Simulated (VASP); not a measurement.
Set up this calculation in VASP 6.6.1, as the native input.

```yaml
Task: single point
Functional: LDA
Potentials_or_basis: VASP PAW LDA potentials, release 64 (Be)
Cutoff: 520 eV
k_mesh: 33 × 33 × 20
Occupations: gaussian, width 0.15 eV
Spin: no spin polarisation
Dipole_correction: no
Further_INCAR_settings: ALGO = Fast; EDIFF = 1e-06; NBANDS = 9
```

The structure of Be lies in POSCAR:

```
Be
1.0
    2.1903019167      0.0000000000      0.0000000000
   -1.0951509583      1.8968571018      0.0000000000
    0.0000000000      0.0000000000      3.6328394447
Be
2
Direct
    0.3333333333      0.6666666667      0.2500000000
    0.6666666667      0.3333333333      0.7500000000
```

This cell differs from its parent crystal: ratio of the length along z to the lengths across it x 1.05, volume and fractional coordinates fixed.

One way to write it, as run:

INCAR

```
ALGO = Fast ; EDIFF = 1E-6
ENCUT = 520 ; ISIF = 2
ISMEAR = 0 ; LASPH = True
LCHARG = True ; LELF = True
LREAL = False ; LVHAR = True
LWAVE = False ; NBANDS = 9
NELM = 100 ; PREC = Accurate
SIGMA = 0.15
```

KPOINTS

```
k-points
0
Gamma
  33 33 20
```

Potentials or basis: VASP PAW LDA potentials, release 64 (Be).

Run with:

```sh
$ cat potpaw_LDA.64/Be/POTCAR > POTCAR
$ mpirun -np 1 vasp_std > vasp.out
```

It gave:

The pressure is 0.3 GPa. The band gap on the k mesh is zero (band 2 reaches 8.11 eV, above the bottom of band 3 at 6.27 eV).

Wall time 26 s on 1 thread of Intel(R) Xeon(R) 6975P-C (Granite Rapids), on a shared host, peak memory 0.23 GiB.
